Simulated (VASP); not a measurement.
MoS2, 3 atoms in the cell. The structure is trigonal, space group R3m (No. 160). The conventional cell has a = 2.996 Å, b = 2.996 Å, c = 19.289 Å, α = 90.00°, β = 90.00°, γ = 120.00°. Mo (site symmetry 3m) has 6 S at 2.41 Å and 6 Mo at 3.00 Å within 3.2 Å. Within 3.2 Å of S (site symmetry 3m) lie 3 Mo at 2.41 Å and 6 S at 3.00 Å. Within 3.2 Å of S (site symmetry 3m) lie 3 Mo at 2.41 Å and 6 S at 3.00 Å. 

```yaml
Program: VASP 6.6.1
Task: single point
Functional: PBE
Dispersion: D3(BJ)
Potentials_or_basis: VASP PAW PBE potentials, release 64 (Mo_sv, S)
Cutoff: 520 eV
k_mesh: 12 × 12 × 12
Occupations: gaussian, width 0.05 eV
Spin: no spin polarisation
Dipole_correction: no
Further_INCAR_settings: ALGO = Normal; EDIFF = 1e-06; NBANDS = 20
```

Potentials or basis: VASP PAW PBE potentials, release 64 (Mo_sv, S).

Launch:

```sh
$ cat potpaw_PBE.64/Mo_sv/POTCAR potpaw_PBE.64/S/POTCAR > POTCAR
$ mpirun -np 1 vasp_std > vasp.out
```

Hardware: 1 thread of Intel Xeon 8259CL, on a shared host.

Question: How long does it take, and how much memory?

Answer: It took 21 min on 1 thread of Intel Xeon 8259CL, on a shared host, peak memory 0.46 GiB. Counts: scf iterations 14, k points 189.
